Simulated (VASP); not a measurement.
Write the native input for VASP 6.6.1 that does the following.

```yaml
Task: single point
Functional: r2SCAN
Potentials_or_basis: VASP PAW PBE potentials, release 64 (Ga_d, N)
Cutoff: 520 eV
k_mesh: 9 × 9 × 6
Occupations: gaussian, width 0.01 eV
Spin: no spin polarisation
Dipole_correction: no
Further_INCAR_settings: ALGO = Normal; EDIFF = 1e-06; NBANDS = 26
```

GaN (wurtzite):

```
CELL_PARAMETERS angstrom
3.18900 0.00000 0.00000
-1.59450 2.76176 0.00000
0.00000 0.00000 5.18500
ATOMIC_POSITIONS crystal
Ga 0.33333 0.66667 0.00000
Ga 0.66667 0.33333 0.50000
N 0.33333 0.66667 0.37700
N 0.66667 0.33333 0.87700
```

The input as run:

POSCAR

```
GaN
1.0
    3.1890000000      0.0000000000      0.0000000000
   -1.5945000000      2.7617550127      0.0000000000
    0.0000000000      0.0000000000      5.1850000000
Ga N
2 2
Direct
    0.3333333333      0.6666666667      0.0000000000
    0.6666666667      0.3333333333      0.5000000000
    0.3333333333      0.6666666667      0.3770000000
    0.6666666667      0.3333333333      0.8770000000
```

INCAR.step1

```
PREC = Accurate ; ENCUT = 520
ISMEAR = 0 ; SIGMA = 0.01
LREAL = F ; LASPH = T
NELM = 60 ; NBANDS = 26
GGA = PE ; ALGO = Normal
EDIFF = 1E-4 ; LWAVE = T
LCHARG = F
```

INCAR.step2

```
PREC = Accurate ; ENCUT = 520
EDIFF = 1E-6 ; ISMEAR = 0
SIGMA = 0.01 ; LREAL = F
LASPH = T ; NELM = 60
ALGO = Normal ; ISIF = 2
LWAVE = F ; LCHARG = F
METAGGA = R2SCAN ; LMIXTAU = T
NBANDS = 26 ; ISTART = 1
```

KPOINTS

```
regular mesh
0
Gamma
  9 9 6
```

Potentials or basis: VASP PAW PBE potentials, release 64 (Ga_d, N).

The run is started by

```bash
$ cat potpaw_PBE.64/Ga_d/POTCAR potpaw_PBE.64/N/POTCAR > POTCAR
$ cp INCAR.step1 INCAR
$ mpirun -np 1 vasp_std > vasp.out
$ cp INCAR.step2 INCAR
$ mpirun -np 1 vasp_std > vasp.out
```

Results of the run:

The pressure is 0.3 GPa. The largest force is 0.007 eV/Å and the band gap on the k mesh is 2.32 eV, direct.

Caveat: the PAW data sets were made with another functional, which shifts forces and pressure a little.

It took 69 s on 1 thread of Intel(R) Xeon(R) 6975P-C (Granite Rapids) (shared host), peak memory 0.19 GiB.
